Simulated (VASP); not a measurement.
# In in VASP: single point with PBE

Aim: the single point of In with PBE.

Program: VASP 6.6.1. These are calculated values, not measurements. Logs are shortened: lines on timing, memory, paths and dates and some standing lists are left out, and cuts for length are marked.

## 1. The cell of the first run

The typed cell holds 6 atoms: a = 6.082 Å, b = 5.498 Å, c = 5.610 Å, α = 90.00°, β = 117.64°, γ = 90.00°.

## 2. Single point, PBE

File INCAR:

```
PREC = Accurate
ENCUT = 520
EDIFF = 1E-6
ISMEAR = 0
SIGMA = 0.1
LREAL = F
LASPH = T
NELM = 100
ALGO = Fast
ISIF = 2
LWAVE = F
LCHARG = F
GGA = PE
NBANDS = 48
```

File KPOINTS:

```
Automatic mesh
0
Gamma
  8 6 8
```

File POSCAR:

```
In
1.0
    6.0813202742      0.0000000000      0.0695394447
    0.0000000000      5.4980998572      0.0000000000
   -2.6590404550      0.0000000000      4.9392914351
In
6
Direct
    0.0000000000      0.0000000000      0.0000000000
    0.0000000000      0.5000000000      0.5000000000
    0.3333859454      0.5000381566      0.1666219982
    0.6666140546      1.0000381566      0.3333780018
    0.6666140546      0.4999618434      0.8333780018
    0.3333859454     -0.0000381566      0.6666219982
```

Potentials or basis: VASP PAW PBE potentials, release 64 (In_d).

Launch:

```sh
cat potpaw_PBE.64/In_d/POTCAR > POTCAR
mpirun -np 1 vasp_std > vasp.out
```

OUTCAR:

```text
PREC = Accurate
   ENCUT = 520
   EDIFF = 1E-6
   ISMEAR = 0
   LREAL = F
   LASPH = T
   NELM = 100
   ISIF = 2
   GGA = PE

 ion  position               nearest neighbor table
   1  0.000  0.000  0.000-   3 3.28   5 3.28   3 3.28   5 3.28   4 3.33   6 3.33   4 3.34   6 3.34
                             4 3.59   6 3.59   2 3.93   2 3.93   2 3.93   2 3.93
   2  0.000  0.500  0.500-   4 3.28   6 3.28   4 3.28   6 3.28   5 3.33   3 3.33   5 3.34   3 3.34
                             5 3.59   3 3.59   1 3.93   1 3.93   1 3.93   1 3.93
   3  0.333  0.500  0.167-   4 3.28   4 3.28   1 3.28   1 3.28   2 3.33   5 3.33   5 3.33   2 3.34
                             2 3.59   5 3.59   6 3.93   6 3.93   6 3.93   6 3.93
   4  0.667  0.000  0.333-   3 3.28   3 3.28   2 3.28   2 3.28   1 3.33   6 3.33   6 3.33   1 3.34
                             1 3.59   6 3.59   5 3.93   5 3.93   5 3.93   5 3.93
   5  0.667  0.500  0.833-   6 3.28   6 3.28   1 3.28   1 3.28   2 3.33   3 3.33   3 3.33   2 3.34
                             2 3.59   3 3.59   4 3.93   4 3.93   4 3.93   4 3.93
   6  0.333  1.000  0.667-   5 3.28   5 3.28   2 3.28   2 3.28   1 3.33   4 3.33   4 3.33   1 3.34
                             1 3.59   4 3.59   3 3.93   3 3.93   3 3.93   3 3.93

  LATTYP: Found a simple monoclinic cell.
 ALAT       =     5.6095539949
 B/A-ratio  =     0.9801313727
 C/A-ratio  =     1.0814286075
 COS(beta)  =    -0.4596051291

  Lattice vectors:

 A1 = (  -2.6590404550,   0.0000000000,   4.9392914351)
 A2 = (   0.0000000000,   5.4980998572,   0.0000000000)
 A3 = (  -3.4222798192,   0.0000000000,  -5.0088308798)

Analysis of symmetry for initial positions (statically):
=====================================================================
 Subroutine PRICEL returns:
 Original cell was already a primitive cell.

 Routine SETGRP: Setting up the symmetry group for a
 simple monoclinic supercell.

 Subroutine GETGRP returns: Found  4 space group operations
 (whereof  2 operations were pure point group operations)
 out of a pool of  4 trial point group operations.

The static configuration has the point symmetry S_2 .
 The point group associated with its full space group is C_2h.

Analysis of symmetry for dynamics (positions and initial velocities):
=====================================================================
 Subroutine PRICEL returns:
 Original cell was already a primitive cell.

 Routine SETGRP: Setting up the symmetry group for a
 simple monoclinic supercell.

 Subroutine GETGRP returns: Found  4 space group operations
 (whereof  2 operations were pure point group operations)
 out of a pool of  4 trial point group operations.

The dynamic configuration has the point symmetry S_2 .
 The point group associated with its full space group is C_2h.

 Subroutine INISYM returns: Found  4 space group operations
 (whereof  2 operations are pure point group operations),
 and found     1 'primitive' translations

----------------------------------------------------------------------------------------

                                     Primitive cell

  volume of cell :     166.1653

  direct lattice vectors                    reciprocal lattice vectors
     6.081320274  0.000000000  0.069539445     0.163431901  0.000000000  0.087982668
     0.000000000  5.498099857  0.000000000     0.000000000  0.181881018  0.000000000
    -2.659040455  0.000000000  4.939291435    -0.002300930  0.000000000  0.201219496

  length of vectors
     6.081717850  5.498099857  5.609553995     0.185609634  0.181881018  0.201232651

  position of ions in fractional coordinates (direct lattice)
     0.000000000  0.000000000  0.000000000
     0.000000000  0.500000000  0.500000000
     0.333385945  0.500038157  0.166621998
     0.666614055  0.000038157  0.333378002
     0.666614055  0.499961843  0.833378002
     0.333385945  0.999961843  0.666621998

  ion indices of the primitive-cell ions
   primitive index   ion index
                 1           1
                 2           2
                 3           3
                 4           4
                 5           5
                 6           6

----------------------------------------------------------------------------------------

 KPOINTS: Automatic mesh

Automatic generation of k-mesh.
 Grid dimensions read from file:
 generate k-points for:    8    6    8

 Generating k-lattice:

  Cartesian coordinates                     Fractional coordinates (reciprocal lattice)
     0.020428988  0.000000000  0.010997833     0.125000000  0.000000000  0.000000000
     0.000000000  0.030313503  0.000000000     0.000000000  0.166666667  0.000000000
    -0.000287616  0.000000000  0.025152437     0.000000000  0.000000000  0.125000000

  Length of vectors
     0.023201204  0.030313503  0.025154081

  Shift w.r.t. Gamma in fractional coordinates (k-lattice)
     0.000000000  0.000000000  0.000000000

 Subroutine IBZKPT returns following result:
 ===========================================

 Found    136 irreducible k-points:

 Following reciprocal coordinates:
            Coordinates               Weight
  0.000000  0.000000  0.000000      1.000000
  0.125000  0.000000  0.000000      2.000000
  0.250000  0.000000  0.000000      2.000000
  0.375000  0.000000  0.000000      2.000000
  0.500000  0.000000  0.000000      1.000000
  0.000000  0.166667  0.000000      2.000000
[... 16 lines left out ...]
  0.250000  0.000000  0.125000      2.000000
  0.375000  0.000000  0.125000      2.000000
 [... further k-points ...]
   k-points           NKPTS =    136   k-points in BZ     NKDIM =    136   number of bands    NBANDS=     48
   number of dos      NEDOS =    301   number of ions     NIONS =      6
   total plane-waves  NPLWV =  84672
   dimension x,y,z NGX =    48 NGY =   42 NGZ =   42
   dimension x,y,z NGXF=    96 NGYF=   84 NGZF=   84
   ions per type =               6
   NGX,Y,Z   is equivalent  to a cutoff of  13.12, 12.70, 12.45 a.u.
   NGXF,Y,Z  is equivalent  to a cutoff of  26.24, 25.40, 24.89 a.u.
 SYSTEM =  unknown system
   PREC   = accura    normal or accurate (medium, high low for compatibility)
   ISTART =      0    job   : 0-new  1-cont  2-samecut
   ICHARG =      2    charge: 1-file 2-atom 10-const
   ISPIN  =      1    spin polarized calculation?
   LNONCOLLINEAR =      F non collinear calculations
   LSORBIT =      F    spin-orbit coupling
   LASPH  =      T    aspherical Exc in radial PAW
   ENCUT  =  520.0 eV  38.22 Ry    6.18 a.u.  11.31 10.22 10.43*2*pi/ulx,y,z
   NELM   =    100;   NELMIN=  2; NELMDL= -5     # of ELM steps
   EDIFF  = 0.1E-05   stopping-criterion for ELM
   LREAL  =      F    real-space projection
   EDIFFG = 0.1E-04   stopping-criterion for IOM
   NSW    =      0    number of steps for IOM
   IBRION =     -1    ionic relax: 0-MD 1-quasi-New 2-CG
   NFREE  =      0    steps in history (QN), initial steepest desc. (CG)
   ISIF   =      2    stress and relaxation
   ISYM   =      2    0-nonsym 1-usesym 2-fastsym
   POTIM  = 0.5000    time-step for ionic-motion
   TEBEG  =    0.0;   TEEND  =   0.0 temperature during run
   PSTRESS=    0.0 pullay stress
   NELECT =      78.0000    total number of electrons
   NUPDOWN=      -1.0000    fix difference up-down
   EMIN   =  10.00;   EMAX   =-10.00  energy-range for DOS
   EFERMI =   0.00;   METHOD = LEGACY
   ISMEAR =     0;   SIGMA  =   0.10  broadening in eV -4-tet -1-fermi 0-gaus
   EFERMI_NEDOS =   21; number of points for ismear=-14 and -15
   IALGO  =     68    algorithm
   IMIX   =      4    mixing-type and parameters
     AMIX     =   0.40;   BMIX     =  1.00
     AMIX_MAG =   1.60;   BMIX_MAG =  1.00
  volume/ion in A,a.u.               =      27.69       186.89
  Fermi-wavevector in a.u.,A,eV,Ry     =   1.272310  2.404317 22.024734  1.618772
  Thomas-Fermi vector in A             =   2.405195
   LORBIT       =      0    0 simple, 1 ext, 2 COOP (PROOUT), +10 PAW based schemes
   GGA     = PE    functional components
   LHFCALC =     F    Hartree Fock is set to
   AEXX    =    0.0000 exact exchange contribution
   IVDW    =     0    specifies the selected vdW correction
   LEPSILON=     F    determine dielectric tensor
   LRPA    =     F    only Hartree local field effects (RPA)
 non-spin polarized calculation
 RMM-DIIS sequential band-by-band and
 Gauss-broadening in eV      SIGMA  =   0.10
  energy-cutoff  :      520.00
  volume of cell :      166.17
 maximum number of plane-waves:      4515
 NGX is ok and might be reduce to    48
   NGX = 23   NGY = 21   NGZ = 21

 number of electron      78.0000053 magnetization

 Free energy of the ion-electron system (eV)
  ---------------------------------------------------
  ext. energy  EPLUGINS =         0.00000000
  ---------------------------------------------------
  free energy    TOTEN  =       -15.33147500 eV

  energy without entropy =      -15.32075471  energy(sigma->0) =      -15.32611486

 E-fermi :   6.8983     XC(G=0):  -9.9869

 val. band max:        6.8660702317   @ k =  -0.3750   0.0000   0.1250
 cond. band min:       6.9025214929   @ k =   0.3750   0.3333   0.1250
 fundamental gap:      0.0364512612
 Fermi energy:         6.8982772776

 k-point     1 :       0.0000    0.0000    0.0000
  band No.  band energies     occupation
      1      -7.7716      2.00000
      2      -7.7683      2.00000
      3      -7.7467      2.00000
      4      -7.7370      2.00000
      5      -7.7368      2.00000
      6      -7.7183      2.00000
[... 40 lines left out ...]
     47       9.2959      0.00000
     48       9.7806      0.00000

 k-point     2 :       0.1250    0.0000    0.0000
  band No.  band energies     occupation
      1      -7.7667      2.00000
      2      -7.7645      2.00000
      3      -7.7615      2.00000
      4      -7.7556      2.00000
      5      -7.7365      2.00000
      6      -7.7159      2.00000
[... 40 lines left out ...]
     47      10.0309      0.00000
     48      10.1510      0.00000

 k-point     3 :       0.2500    0.0000    0.0000
  band No.  band energies     occupation
      1      -7.7849      2.00000
      2      -7.7764      2.00000
      3      -7.7750      2.00000
      4      -7.7609      2.00000
      5      -7.7437      2.00000
      6      -7.7170      2.00000
[... 40 lines left out ...]
     47      11.1041      0.00000
     48      11.1609      0.00000

 k-point     4 :       0.3750    0.0000    0.0000
  band No.  band energies     occupation
      1      -7.8175      2.00000
      2      -7.8035      2.00000
      3      -7.7840      2.00000
      4      -7.7491      2.00000
      5      -7.7414      2.00000
      6      -7.7107      2.00000
[... 958 lines left out ...]
     47      10.6853      0.00000
     48      11.3125      0.00000

 k-point    23 :       0.2500    0.0000    0.1250
  band No.  band energies     occupation
      1      -7.7933      2.00000
      2      -7.7863      2.00000
      3      -7.7786      2.00000
      4      -7.7573      2.00000
      5      -7.7444      2.00000
      6      -7.7298      2.00000
[... 40 lines left out ...]
     47      11.2252      0.00000
     48      12.1996      0.00000

 k-point    24 :       0.3750    0.0000    0.1250
  band No.  band energies     occupation
      1      -7.8223      2.00000
      2      -7.7982      2.00000
      3      -7.7832      2.00000
      4      -7.7517      2.00000
      5      -7.7454      2.00000
      6      -7.7405      2.00000
[... 40 lines left out ...]
     47      11.4326      0.00000
     48      12.0684      0.00000

 [... further k-points ...]
[... 5 lines left out ...]
  --------------------------------------------------------------------------------------
  -------------------------------------------------------------------------------------
  Total       -0.0898599     -0.0800520     -0.0765825      0.0000000      0.0000000      0.0057058
  in kB       -0.8664355     -0.7718667     -0.7384133      0.0000000      0.0000000      0.0550154
  external PRESSURE =      -0.7922385 kB  Pullay stress =       0.0000000 kB

 VOLUME and BASIS-vectors are now :
 -----------------------------------------------------------------------------
  energy-cutoff  :      520.00
  volume of cell :      166.17
      direct lattice vectors                 reciprocal lattice vectors
     6.081320274  0.000000000  0.069539445     0.163431901  0.000000000  0.087982668
     0.000000000  5.498099857  0.000000000     0.000000000  0.181881018  0.000000000
    -2.659040455  0.000000000  4.939291435    -0.002300930  0.000000000  0.201219496

 POSITION                                       TOTAL-FORCE (eV/Angst)
 -----------------------------------------------------------------------------------
      0.00000      0.00000      0.00000        -0.000000      0.000000      0.000000
     -1.32952      2.74905      2.46965        -0.000000      0.000000      0.000000
      1.58437      2.74926      0.84618        -0.001248     -0.000209      0.000340
      3.16743      0.00021      1.69301         0.001248     -0.000209     -0.000340
      1.83791      2.74884      4.16265         0.001248      0.000209     -0.000340
      0.25485      5.49789      3.31582        -0.001248      0.000209      0.000340
 -----------------------------------------------------------------------------------
    total drift:                               -0.000000      0.000000      0.000000

  FREE ENERGIE OF THE ION-ELECTRON SYSTEM (eV)
  ---------------------------------------------------
  free  energy   TOTEN  =       -15.3314750014 eV

  energy  without entropy=      -15.3207547103  energy(sigma->0) =      -15.32611486
```

Run time: 20 min. Hardware: 1 thread of Intel Xeon 8259CL, shared host; peak memory 0.8 GiB.

Results:

- Free energy: -15.3315 eV
- Pressure: -0.1 GPa
- Band gap on the k mesh: zero (bands 39 and 40 overlap by 3.91 eV)

Levels at points of the mesh, in eV from the Fermi level:
```tsv
k point	band 35	band 36	band 37	band 38	band 39	band 40	band 41	band 42	band 43	band 44
(0.00, 0.00, 0.00)	-3.36	-3.36	-3.09	-1.58	-1.58	1.58	1.58	2.26	2.26	2.34
(0.50, 0.00, 0.00)	-3.08	-3.08	-1.47	-1.47	0.37	0.63	0.79	1.32	1.32	2.51
(0.00, 0.50, 0.00)	-2.68	-2.68	-1.22	-1.22	-1.22	-1.22	-0.23	-0.23	-0.23	-0.23
(0.50, 0.50, 0.00)	-3.30	-3.30	-1.77	-1.77	2.18	2.18	2.18	2.18	3.97	3.97
(0.00, 0.00, 0.50)	-2.77	-2.77	-1.34	-1.34	0.16	0.16	1.18	1.18	1.63	1.63
(0.50, 0.00, 0.50)	-2.78	-2.78	-1.35	-1.35	0.18	0.18	1.15	1.15	1.66	1.66
(0.00, 0.50, 0.50)	-3.69	-3.69	-2.86	-2.86	2.27	2.27	2.27	2.27	3.97	3.97
(0.50, 0.50, 0.50)	-3.66	-3.66	-2.85	-2.85	2.24	2.24	2.24	2.24	3.99	3.99
```

Caveat: spin-orbit coupling is left out, which moves the levels of the heavy elements.

The gap in the log of VASP goes by the Fermi energy; the results here count the filled bands.